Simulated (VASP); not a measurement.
# MgI2 (CdI2 type) (P-3m1) in VASP: notebook

The runs below take MgI2 (CdI2 type) through single point, with PBE.

Program: VASP 6.6.1. These are calculated values, not measurements. Logs are shortened: lines on timing, memory, paths and dates and some standing lists are left out, and cuts for length are marked.

**1. The cell of the first run**

Symmetry: P-3m1, No. 164, trigonal system. Conventional cell: a = 4.207 Å, b = 4.207 Å, c = 7.850 Å, α = 90.00°, β = 90.00°, γ = 120.00°. Mg (site symmetry -3m) has 6 I at 2.95 Å within 3.9 Å. I (site symmetry 3m) has 3 Mg at 2.95 Å within 3.9 Å.

**2. Single point, PBE**

INCAR

```
ALGO     = Normal         # electronic algorithm
EDIFF    = 1E-6           # SCF threshold, eV
ENCUT    = 520            # plane-wave cutoff, eV
GGA      = PE             # functional
ISIF     = 2              # what is computed and relaxed
ISMEAR   = -1             # smearing method
LASPH    = T              # aspherical terms in the spheres
LCHARG   = T              # write CHGCAR
LELF     = T              # ELF
LREAL    = F              # projectors in reciprocal space
LVHAR    = T            
LWAVE    = F              # write WAVECAR
NBANDS   = 15             # bands
NELM     = 100            # most SCF steps
PREC     = Accurate       # precision mode
SIGMA    = 0.05           # smearing width, eV
```

KPOINTS

```
k-points
0
Gamma
  10 10 5
```

POSCAR

```
MgI2
1.0
    4.2073279107      0.0000000000      0.0000000000
   -2.1036639553      3.6436528527      0.0000000000
    0.0000000000      0.0000000000      7.8497466095
Mg I
1 2
Direct
    0.0000000000      0.0000000000      0.0000000000
    0.3333333333      0.6666666667      0.2131901454
    0.6666666667      0.3333333333      0.7868098546
```

Potentials or basis: VASP PAW PBE potentials, release 64 (Mg, I).

On the command line:

```console
> cat potpaw_PBE.64/Mg/POTCAR potpaw_PBE.64/I/POTCAR > POTCAR
> mpirun -np 1 vasp_std > vasp.out
```

OUTCAR:

```text
EDIFF = 1E-6
   ENCUT = 520
   GGA = PE
   ISIF = 2
   ISMEAR = -1
   LASPH = T
   LREAL = F
   NELM = 100
   PREC = Accurate

 ion  position               nearest neighbor table
   1  0.000  0.000  0.000-   2 2.95   3 2.95   2 2.95   3 2.95   3 2.95   2 2.95
   2  0.333  0.667  0.213-   1 2.95   1 2.95   1 2.95
   3  0.667  0.333  0.787-   1 2.95   1 2.95   1 2.95

  LATTYP: Found a hexagonal cell.
 ALAT       =     4.2073279107
 C/A-ratio  =     1.8657320694

  Lattice vectors:

 A1 = (   4.2073279107,   0.0000000000,   0.0000000000)
 A2 = (  -2.1036639553,   3.6436528527,   0.0000000000)
 A3 = (   0.0000000000,   0.0000000000,   7.8497466095)

Analysis of symmetry for initial positions (statically):
=====================================================================
 Subroutine PRICEL returns:
 Original cell was already a primitive cell.

 Routine SETGRP: Setting up the symmetry group for a
 hexagonal supercell.

 Subroutine GETGRP returns: Found 12 space group operations
 (whereof 12 operations were pure point group operations)
 out of a pool of 24 trial point group operations.

The static configuration has the point symmetry D_3d.

Analysis of symmetry for dynamics (positions and initial velocities):
=====================================================================
 Subroutine PRICEL returns:
 Original cell was already a primitive cell.

 Routine SETGRP: Setting up the symmetry group for a
 hexagonal supercell.

 Subroutine GETGRP returns: Found 12 space group operations
 (whereof 12 operations were pure point group operations)
 out of a pool of 24 trial point group operations.

The dynamic configuration has the point symmetry D_3d.

 Subroutine INISYM returns: Found 12 space group operations
 (whereof 12 operations are pure point group operations),
 and found     1 'primitive' translations

----------------------------------------------------------------------------------------

                                     Primitive cell

  volume of cell :     120.3369

  direct lattice vectors                    reciprocal lattice vectors
     4.207327911  0.000000000  0.000000000     0.237680547  0.137224928  0.000000000
    -2.103663955  3.643652853  0.000000000     0.000000000  0.274449856  0.000000000
     0.000000000  0.000000000  7.849746610     0.000000000  0.000000000  0.127392647

  length of vectors
     4.207327911  4.207327911  7.849746610     0.274449856  0.274449856  0.127392647

  position of ions in fractional coordinates (direct lattice)
     0.000000000  0.000000000  0.000000000
     0.333333333  0.666666667  0.213190145
     0.666666667  0.333333333  0.786809855

  ion indices of the primitive-cell ions
   primitive index   ion index
                 1           1
                 2           2
                 3           3

----------------------------------------------------------------------------------------

 KPOINTS: k-points

Automatic generation of k-mesh.
 Grid dimensions read from file:
 generate k-points for:   10   10    5

 Generating k-lattice:

  Cartesian coordinates                     Fractional coordinates (reciprocal lattice)
     0.023768055  0.013722493  0.000000000     0.100000000 -0.000000000  0.000000000
     0.000000000  0.027444986  0.000000000     0.000000000  0.100000000  0.000000000
     0.000000000  0.000000000  0.025478529     0.000000000  0.000000000  0.200000000

  Length of vectors
     0.027444986  0.027444986  0.025478529

  Shift w.r.t. Gamma in fractional coordinates (k-lattice)
     0.000000000  0.000000000  0.000000000

 Subroutine IBZKPT returns following result:
 ===========================================

 Found     58 irreducible k-points:

 Following reciprocal coordinates:
            Coordinates               Weight
  0.000000  0.000000  0.000000      1.000000
  0.100000  0.000000  0.000000      6.000000
  0.200000  0.000000  0.000000      6.000000
  0.300000 -0.000000  0.000000      6.000000
  0.400000 -0.000000  0.000000      6.000000
  0.500000  0.000000  0.000000      3.000000
[... 16 lines left out ...]
  0.000000  0.400000  0.200000      6.000000
  0.500000  0.000000  0.200000      6.000000
 [... further k-points ...]
   k-points           NKPTS =     58   k-points in BZ     NKDIM =     58   number of bands    NBANDS=     15
   number of dos      NEDOS =    301   number of ions     NIONS =      3
   total plane-waves  NPLWV =  61440
   dimension x,y,z NGX =    32 NGY =   32 NGZ =   60
   dimension x,y,z NGXF=    64 NGYF=   64 NGZF=  120
   ions per type =               1   2
   NGX,Y,Z   is equivalent  to a cutoff of  12.64, 12.64, 12.71 a.u.
   NGXF,Y,Z  is equivalent  to a cutoff of  25.29, 25.29, 25.41 a.u.
 SYSTEM =  unknown system
   PREC   = accura    normal or accurate (medium, high low for compatibility)
   ISTART =      0    job   : 0-new  1-cont  2-samecut
   ICHARG =      2    charge: 1-file 2-atom 10-const
   ISPIN  =      1    spin polarized calculation?
   LNONCOLLINEAR =      F non collinear calculations
   LSORBIT =      F    spin-orbit coupling
   LASPH  =      T    aspherical Exc in radial PAW
   ENCUT  =  520.0 eV  38.22 Ry    6.18 a.u.   7.82  7.82 14.60*2*pi/ulx,y,z
   NELM   =    100;   NELMIN=  2; NELMDL= -5     # of ELM steps
   EDIFF  = 0.1E-05   stopping-criterion for ELM
   LREAL  =      F    real-space projection
   EDIFFG = 0.1E-04   stopping-criterion for IOM
   NSW    =      0    number of steps for IOM
   IBRION =     -1    ionic relax: 0-MD 1-quasi-New 2-CG
   NFREE  =      0    steps in history (QN), initial steepest desc. (CG)
   ISIF   =      2    stress and relaxation
   ISYM   =      2    0-nonsym 1-usesym 2-fastsym
   POTIM  = 0.5000    time-step for ionic-motion
   TEBEG  =    0.0;   TEEND  =   0.0 temperature during run
   PSTRESS=    0.0 pullay stress
   NELECT =      16.0000    total number of electrons
   NUPDOWN=      -1.0000    fix difference up-down
   EMIN   =  10.00;   EMAX   =-10.00  energy-range for DOS
   EFERMI =   0.00;   METHOD = LEGACY
   ISMEAR =    -1;   SIGMA  =   0.05  broadening in eV -4-tet -1-fermi 0-gaus
   EFERMI_NEDOS =   21; number of points for ismear=-14 and -15
   IALGO  =     38    algorithm
   IMIX   =      4    mixing-type and parameters
     AMIX     =   0.40;   BMIX     =  1.00
     AMIX_MAG =   1.60;   BMIX_MAG =  1.00
  volume/ion in A,a.u.               =      40.11       270.69
  Fermi-wavevector in a.u.,A,eV,Ry     =   0.835568  1.578995  9.499234  0.698174
  Thomas-Fermi vector in A             =   1.949148
   LORBIT       =      0    0 simple, 1 ext, 2 COOP (PROOUT), +10 PAW based schemes
   GGA     = PE    functional components
   LHFCALC =     F    Hartree Fock is set to
   AEXX    =    0.0000 exact exchange contribution
   IVDW    =     0    specifies the selected vdW correction
   LEPSILON=     F    determine dielectric tensor
   LRPA    =     F    only Hartree local field effects (RPA)
 non-spin polarized calculation
  energy-cutoff  :      520.00
  volume of cell :      120.34
 maximum number of plane-waves:      3256
   NGX = 15   NGY = 15   NGZ = 29

 number of electron      16.0000000 magnetization

 Free energy of the ion-electron system (eV)
  ---------------------------------------------------
  ext. energy  EPLUGINS =         0.00000000
  ---------------------------------------------------
  free energy    TOTEN  =        -7.73976898 eV

  energy without entropy =       -7.73976898  energy(sigma->0) =       -7.73976898

 E-fermi :   1.9462     XC(G=0):  -7.4111

 val. band max:        0.8868933625   @ k =   0.0000   0.0000   0.0000
 cond. band min:       4.4963011500   @ k =   0.5000   0.0000   0.4000
 fundamental gap:      3.6094077876
 Fermi energy:         1.9461976569

 k-point     1 :       0.0000    0.0000    0.0000
  band No.  band energies     occupation
      1     -10.8608      2.00000
      2     -10.3287      2.00000
      3      -2.0988      2.00000
      4       0.5947      2.00000
      5       0.6031      2.00000
      6       0.6031      2.00000
      7       0.8869      2.00000
      8       0.8869      2.00000
      9       4.5962      0.00000
     10       5.7862      0.00000
     11       7.5811      0.00000
     12       7.5811      0.00000
     13       7.8024      0.00000
     14       9.0394      0.00000
     15       9.0394      0.00000

 k-point     2 :       0.1000    0.0000    0.0000
  band No.  band energies     occupation
      1     -10.8141      2.00000
      2     -10.3016      2.00000
      3      -2.0478      2.00000
      4       0.1756      2.00000
      5       0.4823      2.00000
      6       0.5500      2.00000
      7       0.6428      2.00000
      8       0.8712      2.00000
      9       4.9703      0.00000
     10       6.1665      0.00000
     11       7.0385      0.00000
     12       7.7506      0.00000
     13       8.2838      0.00000
     14       8.6482      0.00000
     15       9.2282      0.00000

 k-point     3 :       0.2000    0.0000    0.0000
  band No.  band energies     occupation
      1     -10.6845      2.00000
      2     -10.2313      2.00000
      3      -1.9351      2.00000
      4      -0.6251      2.00000
      5      -0.0789      2.00000
      6       0.2327      2.00000
      7       0.6103      2.00000
      8       0.7833      2.00000
      9       5.4598      0.00000
     10       6.2556      0.00000
     11       7.3152      0.00000
     12       7.8995      0.00000
     13       8.0952      0.00000
     14       9.1092      0.00000
     15       9.2282      0.00000
[... 343 lines left out ...]
 k-point    23 :       0.0000    0.4000    0.2000
  band No.  band energies     occupation
      1     -10.3257      2.00000
      2     -10.1027      2.00000
      3      -2.3089      2.00000
      4      -1.6603      2.00000
      5      -0.5199      2.00000
      6      -0.1811      2.00000
      7       0.3382      2.00000
      8       0.5231      2.00000
      9       4.6554      0.00000
     10       6.4543      0.00000
     11       6.8740      0.00000
     12       7.8772      0.00000
     13       8.2838      0.00000
     14       8.9763      0.00000
     15      10.5163      0.00000

 k-point    24 :       0.5000    0.0000    0.2000
  band No.  band energies     occupation
      1     -10.2422      2.00000
      2     -10.0959      2.00000
      3      -2.4609      2.00000
      4      -1.8196      2.00000
      5      -0.4193      2.00000
      6      -0.2432      2.00000
      7       0.2615      2.00000
      8       0.4803      2.00000
      9       4.5202      0.00000
     10       6.2646      0.00000
     11       6.8105      0.00000
     12       7.7222      0.00000
     13       8.2430      0.00000
     14       9.5143      0.00000
     15      10.4917      0.00000

 [... further k-points ...]
[... 5 lines left out ...]
  --------------------------------------------------------------------------------------
  -------------------------------------------------------------------------------------
  Total       -0.0497492     -0.0497492     -0.0400838     -0.0000000      0.0000000     -0.0000000
  in kB       -0.6623659     -0.6623659     -0.5336800     -0.0000000      0.0000000     -0.0000000
  external PRESSURE =      -0.6194706 kB  Pullay stress =       0.0000000 kB

 VOLUME and BASIS-vectors are now :
 -----------------------------------------------------------------------------
  energy-cutoff  :      520.00
  volume of cell :      120.34
      direct lattice vectors                 reciprocal lattice vectors
     4.207327911  0.000000000  0.000000000     0.237680547  0.137224928  0.000000000
    -2.103663955  3.643652853  0.000000000     0.000000000  0.274449856  0.000000000
     0.000000000  0.000000000  7.849746610     0.000000000  0.000000000  0.127392647

 POSITION                                       TOTAL-FORCE (eV/Angst)
 -----------------------------------------------------------------------------------
      0.00000      0.00000      0.00000        -0.000000      0.000000      0.000000
     -0.00000      2.42910      1.67349        -0.000000      0.000000     -0.012441
      2.10366      1.21455      6.17626         0.000000     -0.000000      0.012441
 -----------------------------------------------------------------------------------
    total drift:                               -0.000000      0.000000      0.000000

  FREE ENERGIE OF THE ION-ELECTRON SYSTEM (eV)
  ---------------------------------------------------
  free  energy   TOTEN  =        -7.7397689799 eV

  energy  without entropy=       -7.7397689798  energy(sigma->0) =       -7.73976898
```

It took 78 s on 1 thread of Intel Xeon Platinum 8488C (Sapphire Rapids), shared host; peak memory 0.3 GiB.

Results:

```
Free energy            : -7.7398 eV
Pressure               : -0.1 GPa
Largest force          : 0.012 eV/Å
Band gap on the k mesh : 3.61 eV (least direct gap 3.71 eV)
```

Forces in eV/Å, atoms in the order of the input:
```
Mg   0.000  0.000  0.000
I    0.000  0.000 -0.012
I    0.000  0.000  0.012
```

Caveat: spin-orbit coupling is left out, which moves the levels of the heavy elements; this functional lacks dispersion, which binds layers or chains, so the pressure and a relaxed spacing across them are unreliable. A k mesh can miss the band edges.

**3. Single point, PBE**

INCAR

```
  PREC = Accurate
  ENCUT = 520
  EDIFF = 1E-7
  ISMEAR = -1
  SIGMA = 0.05
  LREAL = False
  LASPH = True
  NELM = 60
  ALGO = Normal
  ISIF = 2
  LWAVE = False
  LCHARG = False
  GGA = PE
  NBANDS = 15
```

KPOINTS

```
regular mesh
0
Gamma
  10 10 5
```

POSCAR

```
MgI2
1.0
    4.2063593763      0.0000000000      0.0000000000
   -2.1031796881      3.6428140773      0.0000000000
    0.0000000000      0.0000000000      7.8456476585
Mg I
1 2
Direct
    0.0000000000      0.0000000000      0.0000000000
    0.3333333333      0.6666666667      0.2132887509
    0.6666666667      0.3333333333      0.7867112491
```

Potentials or basis: VASP PAW PBE potentials, release 64 (Mg, I).

On the command line:

```console
> cat potpaw_PBE.64/Mg/POTCAR potpaw_PBE.64/I/POTCAR > POTCAR
> mpirun -np 1 vasp_std > vasp.out
```

OUTCAR:

```text
PREC = Accurate
   ENCUT = 520
   EDIFF = 1E-7
   ISMEAR = -1
   LREAL = False
   LASPH = True
   NELM = 60
   ISIF = 2
   GGA = PE

 ion  position               nearest neighbor table
   1  0.000  0.000  0.000-   2 2.95   3 2.95   2 2.95   3 2.95   3 2.95   2 2.95
   2  0.333  0.667  0.213-   1 2.95   1 2.95   1 2.95
   3  0.667  0.333  0.787-   1 2.95   1 2.95   1 2.95

  LATTYP: Found a hexagonal cell.
 ALAT       =     4.2063593763
 C/A-ratio  =     1.8651871979

  Lattice vectors:

[... 612 lines left out ...]
     11       6.8179      0.00000
     12       7.7299      0.00000
     13       8.2515      0.00000
     14       9.5239      0.00000
     15      10.5042      0.00000

 [... further k-points ...]
[... 5 lines left out ...]
  --------------------------------------------------------------------------------------
  -------------------------------------------------------------------------------------
  Total       -0.0361549     -0.0361549     -0.0303143     -0.0000000      0.0000000      0.0000000
  in kB       -0.4818432     -0.4818432     -0.4040046     -0.0000000      0.0000000      0.0000000
  external PRESSURE =      -0.4558970 kB  Pullay stress =       0.0000000 kB

 VOLUME and BASIS-vectors are now :
 -----------------------------------------------------------------------------
  energy-cutoff  :      520.00
  volume of cell :      120.22
      direct lattice vectors                 reciprocal lattice vectors
     4.206359376  0.000000000  0.000000000     0.237735274  0.137256525  0.000000000
    -2.103179688  3.642814077  0.000000000     0.000000000  0.274513049  0.000000000
     0.000000000  0.000000000  7.845647658     0.000000000  0.000000000  0.127459203

 POSITION                                       TOTAL-FORCE (eV/Angst)
 -----------------------------------------------------------------------------------
      0.00000      0.00000      0.00000         0.000000      0.000000      0.000000
     -0.00000      2.42854      1.67339         0.000000      0.000000     -0.010602
      2.10318      1.21427      6.17226        -0.000000     -0.000000      0.010602
 -----------------------------------------------------------------------------------
    total drift:                               -0.000000      0.000000     -0.000000

  FREE ENERGIE OF THE ION-ELECTRON SYSTEM (eV)
  ---------------------------------------------------
  free  energy   TOTEN  =        -7.7397881324 eV

  energy  without entropy=       -7.7397881323  energy(sigma->0) =       -7.73978813
```

OSZICAR:

```text
N       E                     dE             d eps       ncg     rms          rms(c)
DAV:   1     0.771476700055E+02    0.77148E+02   -0.55364E+03  1740   0.817E+02
DAV:   2    -0.121439693197E+01   -0.78362E+02   -0.71451E+02  2424   0.130E+02
DAV:   3    -0.776500140528E+01   -0.65506E+01   -0.65249E+01  2398   0.426E+01
DAV:   4    -0.790898413035E+01   -0.14398E+00   -0.14397E+00  2373   0.746E+00
DAV:   5    -0.791057361679E+01   -0.15895E-02   -0.15895E-02  2378   0.779E-01    0.376E+00
DAV:   6    -0.776874774500E+01    0.14183E+00   -0.12509E-01  1838   0.178E+00    0.258E+00
DAV:   7    -0.774171823662E+01    0.27030E-01   -0.12942E-01  2027   0.177E+00    0.755E-01
DAV:   8    -0.773966090291E+01    0.20573E-02   -0.88935E-03  1901   0.526E-01    0.266E-01
DAV:   9    -0.773979870189E+01   -0.13780E-03   -0.11413E-03  2377   0.199E-01    0.969E-02
DAV:  10    -0.773978368725E+01    0.15015E-04   -0.39977E-05  2104   0.433E-02    0.383E-02
DAV:  11    -0.773978712071E+01   -0.34335E-05   -0.11435E-05  2034   0.220E-02    0.177E-02
DAV:  12    -0.773978771739E+01   -0.59669E-06   -0.56641E-07  2349   0.484E-03    0.885E-03
DAV:  13    -0.773978818092E+01   -0.46352E-06   -0.14599E-07  1524   0.243E-03    0.442E-03
DAV:  14    -0.773978813237E+01    0.48541E-07   -0.77960E-08  1431   0.206E-03
   1 F= -.77397881E+01 E0= -.77397881E+01  d E =-.873844E-10
```

It took 94 s on 1 thread of Intel Xeon Platinum 8488C (Sapphire Rapids), shared host; peak memory 0.3 GiB.

What came out:

```yaml
Free_energy: -7.7398 eV
Pressure: 0.0 GPa
Largest_force: 0.011 eV/Å
Band_gap_on_the_k_mesh: 3.61 eV (least direct gap 3.71 eV)
```

Forces on the atoms (eV/Å):
```
Mg   0.000  0.000  0.000
I    0.000  0.000 -0.011
I    0.000  0.000  0.011
```

Levels at points of the mesh, in eV from the valence-band top:
| k point | band 5 | band 6 | band 7 | band 8 | band 9 | band 10 | band 11 | band 12 |
| --- | --- | --- | --- | --- | --- | --- | --- | --- |
| (0.00, 0.00, 0.00) | -0.28 | -0.28 | 0.00 | 0.00 | 3.71 | 4.90 | 6.70 | 6.70 |
| (0.50, 0.00, 0.00) | -1.37 | -1.14 | -0.64 | -0.39 | 3.66 | 5.44 | 5.79 | 7.27 |

Caveat: spin-orbit coupling is left out, which moves the levels of the heavy elements; this functional lacks dispersion, which binds layers or chains, so the pressure and a relaxed spacing across them are unreliable.
